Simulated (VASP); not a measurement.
Write the native input for VASP 6.6.1 that does the following.

```yaml
Task: single point
Functional: RPBE
Potentials_or_basis: VASP PAW PBE potentials, release 64 (H, Pb_d, N, O)
Cutoff: 520 eV
k_mesh: 4 × 5 × 3
Occupations: fermi-dirac, width 0.05 eV
Spin: no spin polarisation
Dipole_correction: no
Further_INCAR_settings: ALGO = Normal; EDIFF = 1e-07; NBANDS = 57
```

The structure of HPbNO4 lies in POSCAR:

```
HPbNO4
1.0
    6.5721364745      0.0000000000     -0.0038032223
    0.0000000000      4.3511978559      0.0000000000
   -3.2315443366      0.0000000000      7.9702865613
H Pb N O
2 2 2 8
Direct
    0.2765123305      0.1181956000      0.4977711201
    0.7234876695      0.6181956000      0.5022288799
    0.9829478505      0.6371804621      0.2985416295
    0.0170521495      0.1371804621      0.7014583705
    0.5989826231      0.3457312024      0.7958424910
    0.4010173769      0.8457312024      0.2041575090
    0.1153068108      0.1162560348      0.4488493605
    0.4249448302      0.4339872769      0.8117284457
    0.7850291513      0.4254064414      0.8995485382
    0.5879607113      0.1727179823      0.6708763360
    0.8846931892      0.6162560348      0.5511506395
    0.5750551698      0.9339872769      0.1882715543
    0.2149708487      0.9254064414      0.1004514618
    0.4120392887      0.6727179823      0.3291236640
```

One way to write it, as run:

INCAR

```
PREC     = Accurate       # precision mode
ENCUT    = 520            # plane-wave cutoff, eV
EDIFF    = 1E-7           # SCF threshold, eV
ISMEAR   = -1             # smearing method
SIGMA    = 0.05           # smearing width, eV
LREAL    = False          # projectors in reciprocal space
LASPH    = True           # aspherical terms in the spheres
NELM     = 60             # most SCF steps
ALGO     = Normal         # electronic algorithm
ISIF     = 2              # what is computed and relaxed
LWAVE    = False          # write WAVECAR
LCHARG   = False          # write CHGCAR
GGA      = RP             # functional
NBANDS   = 57             # bands
```

KPOINTS

```
Automatic mesh
0
Gamma
  4 5 3
```

Potentials or basis: VASP PAW PBE potentials, release 64 (H, Pb_d, N, O).

Command:

```console
$ cat potpaw_PBE.64/H/POTCAR potpaw_PBE.64/Pb_d/POTCAR potpaw_PBE.64/N/POTCAR potpaw_PBE.64/O/POTCAR > POTCAR
$ mpirun -np 1 vasp_std > vasp.out
```

It gave:

The pressure is 0.5 GPa, the largest force is 0.378 eV/Å and the band gap on the k mesh is 3.37 eV (least direct gap 3.41 eV).

Caveat: the PAW data sets were made with another functional, which shifts forces and pressure a little; spin-orbit coupling is left out, which moves the levels of the heavy elements.

Wall time 3.8 min on 1 thread of AMD EPYC 9R14 (Zen 4) (shared host), peak memory 0.41 GiB.
